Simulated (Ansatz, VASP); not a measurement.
# Two plane-wave programs on TiN

```
Ti N
1.0
     0.00000    2.17288    2.17288
     2.17288    0.00000    2.17288
     2.17288    2.17288    0.00000
Ti N
1 1
Direct
  0.00000 0.00000 0.00000
  0.50000 0.50000 0.50000
```

Alike in both runs: functional PBE; k mesh 16 × 16 × 16; occupations fermi-dirac, width 1 eV; no spin polarisation.

Ansatz relaxed the structure, and its values are those at the end. VASP's run is a single point on that final structure, the one shown.

```csv
,VASP,Ansatz
version,VASP 6.6.1,Ansatz 0.2.0
potentials or method,"VASP PAW PBE potentials, release 64 (Ti_sv, N), cutoff 600 eV",plane-wave PAW DFT
valence electrons in the cell,17,17
```

```csv
,VASP,Ansatz,Ansatz less VASP
pressure (GPa),0.3,0.0,-0.28
```

The functional is the same, so the differences come from potentials, cutoffs and numerics.
